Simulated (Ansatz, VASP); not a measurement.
**One calculation of CuGe2F4, two programs**

File INCAR:

```
PREC     = Accurate       # precision mode
ENCUT    = 600            # plane-wave cutoff, eV
EDIFF    = 1E-6           # SCF threshold, eV
ISMEAR   = 0              # smearing method
SIGMA    = 0.1            # smearing width, eV
LREAL    = F              # projectors in reciprocal space
LASPH    = T              # aspherical terms in the spheres
NELM     = 60             # most SCF steps
ALGO     = Normal         # electronic algorithm
ISIF     = 3              # what is computed and relaxed
LWAVE    = F              # write WAVECAR
LCHARG   = F              # write CHGCAR
GGA      = PE             # functional
IBRION   = 2              # ionic algorithm
NSW      = 100            # ionic steps
EDIFFG   = -0.01          # ionic threshold
```

File KPOINTS:

```
regular mesh
0
Gamma
  10 10 6
```

POSCAR

```
CuGe2F4
1.0
    3.7287880374      0.0000000000      0.0000000000
    0.0000000000      3.7287880374      0.0000000000
    0.0000000000      0.0000000000      6.8370888170
Cu Ge F
1 2 4
Direct
    0.5000000000      0.5000000000      0.0000000000
    0.5000000000      0.0000000000      0.7060293995
    0.0000000000      0.5000000000      0.2939706005
    0.5000000000      0.0000000000      0.1659495035
    0.0000000000      0.5000000000      0.8340504965
    0.5000000000      0.5000000000      0.5000000000
    0.0000000000      0.0000000000      0.5000000000
```

Input for Ansatz:

```yaml
crystal:
  lattice:
    - [3.7287880374, 0.0, 0.0]
    - [0.0, 3.7287880374, 0.0]
    - [0.0, 0.0, 6.837088817]
  atoms:
    - { symbol: Cu, position: [0.5, 0.5, 0.0] }
    - { symbol: Ge, position: [0.5, 0.0, 0.7060293995] }
    - { symbol: Ge, position: [0.0, 0.5, 0.2939706005] }
    - { symbol: F, position: [0.5, 0.0, 0.1659495035] }
    - { symbol: F, position: [0.0, 0.5, 0.8340504965] }
    - { symbol: F, position: [0.5, 0.5, 0.5] }
    - { symbol: F, position: [0.0, 0.0, 0.5] }
basis:
  ecutwfc: 420
kpoints:
  mp_grid: { grid: [10, 10, 6] }
hamiltonian:
  xc: pbe
scf:
  occupations: { method: gaussian, width: 0.1 }
output:
  forces: true
  stress: true
  eigenvalues: true
  write_density: true
  write_potential: true
  elf: true
  volumetric_format: npy
relax:
  adjacent_minimum: "off"
  f_tol: 0.01
  max_steps: 80
  cell: { stress_tol: 0.05 }
```

Change from the starting cell: species swapped into the La2MnSb4 type (P-4m2, No. 115).

Alike in both runs: task relaxation of cell and atoms; functional PBE; k mesh 10 × 10 × 6; occupations gaussian, width 0.1 eV; no spin polarisation.

|  | VASP | Ansatz |
| --- | --- | --- |
| version | VASP 6.6.1 | Ansatz 0.2.0 |
| potentials or method | VASP PAW PBE potentials, release 64 (Cu, Ge_d, F), cutoff 600 eV | scalar-relativistic, plane waves, PAW |
| valence electrons in the cell | 67 | 75 |

|  | VASP | Ansatz | Ansatz less VASP |
| --- | --- | --- | --- |
| gap on the k mesh at the Fermi level, each at its own relaxed structure (eV) | none | none | - |
| relaxed volume (Å³/atom) | 13.56 | 13.61 | +0.047 |
| relaxed length of the cell vector where the two differ most in proportion (Å) | 3.728 | 3.736 | +0.0081 |

A gap of «none» marks a metal or a gap that the smearing closes. VASP's potentials hold 67 valence electrons a cell and Ansatz's 75, so a difference there can come from the potentials and not from the codes.
